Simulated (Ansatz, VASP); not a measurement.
# MoS in VASP and in Ansatz

```xyz
2
Lattice="2.9706 0.0000 0.0000 0.0000 2.9706 0.0000 0.0000 0.0000 2.9706" Properties=species:S:1:pos:R:3 pbc="T T T"
Mo    0.0000    0.0000    0.0000
S     1.4853    1.4853    1.4853
```

Alike in both runs: task single point; functional PBEsol; k mesh 14 × 14 × 14; occupations gaussian, width 0.05 eV; no spin polarisation; Hubbard terms Mo d U = 4.0 eV.

```csv
,VASP,Ansatz
version,VASP 6.6.1,Ansatz 0.2.0
potentials or method,"VASP PAW PBE potentials, release 64 (Mo_sv, S), cutoff 520 eV","scalar-relativistic, plane waves, PAW"
valence electrons in the cell,20,20
```

|  | VASP | Ansatz | Ansatz less VASP |
| --- | --- | --- | --- |
| gap on the k mesh at the Fermi level (eV) | none | none | - |
| pressure (GPa) | 5.0 | 1.1 | -3.93 |

VASP's potentials were made for PBE, not for PBEsol. The programs project onto different local orbitals, so the same U acts differently, and such runs can settle in different states. A gap of «none» marks a metal or a gap that the smearing closes. Ansatz's warnings: filled band counts differ across k points.
